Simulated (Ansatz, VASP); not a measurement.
Ru in VASP and in Ansatz

```
CELL_PARAMETERS angstrom
2.70580 0.00000 0.00000
-1.35290 2.34329 0.00000
0.00000 0.00000 4.28190
ATOMIC_POSITIONS crystal
Ru 0.66667 0.33333 0.75000
Ru 0.33333 0.66667 0.25000
```

Alike in both runs: task single point; functional PBE; k mesh 11 × 11 × 6; occupations gaussian, width 0.022 eV; no spin polarisation.

```csv
,VASP,Ansatz
version,VASP 6.6.1,Ansatz 0.2.0
potentials or method,"VASP PAW PBE potentials, release 64 (Ru_pv)",Ansatz PAW
plane-wave cutoff (eV),520,420
valence electrons in the cell,28,32
```

|  | VASP | Ansatz | Ansatz less VASP |
| --- | --- | --- | --- |
| gap on the k mesh at the Fermi level (eV) | none | none | - |
| pressure (GPa) | 4.4 | 4.5 | +0.08 |
| traceless stress, the component that is largest in VASP (GPa) | -0.07 | -0.09 | -0.021 |

A gap of «none» marks a metal or a gap that the smearing closes. With one functional, cell and mesh, what is left measures potentials, basis and numerics. VASP's potentials hold 28 valence electrons a cell and Ansatz's 32, so a difference there can come from the potentials and not from the codes.
